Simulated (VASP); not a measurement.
Here is a VASP 6.6.1 calculation.

Contents of POSCAR:

```
Ru
1.0
    2.7028907935      0.0000000000      0.0000000000
    0.0000000000      4.2643690372      0.0000000000
    0.0000000000      0.0000000000     19.1210000000
Ru
4
Direct
    0.0000000000      0.7500000000      0.4183873892
    0.5000000000      0.2500000000      0.4591936949
    0.5000000000      0.7500000000      0.5408063051
    0.0000000000      0.2500000000      0.5816126108
```

Contents of INCAR.step1:

```
PREC     = Accurate       # precision mode
ENCUT    = 520            # plane-wave cutoff, eV
ISMEAR   = -1             # smearing method
SIGMA    = 0.05           # smearing width, eV
LREAL    = False          # projectors in reciprocal space
LASPH    = True           # aspherical terms in the spheres
NELM     = 100            # most SCF steps
LDIPOL   = True         
IDIPOL   = 3            
DIPOL    = 0.5 0.5 0.500
NBANDS   = 36             # bands
GGA      = PE             # functional
ALGO     = Normal         # electronic algorithm
EDIFF    = 1E-4           # SCF threshold, eV
LWAVE    = True           # write WAVECAR
LCHARG   = False          # write CHGCAR
```

The input INCAR.step2:

```
PREC     = Accurate       # precision mode
ENCUT    = 520            # plane-wave cutoff, eV
EDIFF    = 1E-6           # SCF threshold, eV
ISMEAR   = -1             # smearing method
SIGMA    = 0.05           # smearing width, eV
LREAL    = False          # projectors in reciprocal space
LASPH    = True           # aspherical terms in the spheres
NELM     = 100            # most SCF steps
ALGO     = Normal         # electronic algorithm
ISIF     = 2              # what is computed and relaxed
LWAVE    = False          # write WAVECAR
LCHARG   = False          # write CHGCAR
LDIPOL   = True         
IDIPOL   = 3            
DIPOL    = 0.5 0.5 0.500
METAGGA  = R2SCAN         # meta-GGA
LMIXTAU  = True         
NBANDS   = 36             # bands
ISTART   = 1
```

File KPOINTS:

```
Automatic mesh
0
Gamma
  12 8 1
```

Potentials or basis: VASP PAW PBE potentials, release 64 (Ru_pv).

Command:

```console
$ cat potpaw_PBE.64/Ru_pv/POTCAR > POTCAR
$ cp INCAR.step1 INCAR
$ mpirun -np 1 vasp_std > vasp.out
$ cp INCAR.step2 INCAR
$ mpirun -np 1 vasp_std > vasp.out
```

(1) Estimate the largest force.

(2) What does it give for the band gap on the k mesh?

Results:

(1) 1.366 eV/Å.

(2) zero (band 28 reaches -0.14 eV, above the bottom of band 29 at -1.40 eV).

Caveat: the PAW data sets were made with another functional, which shifts forces and pressure a little.
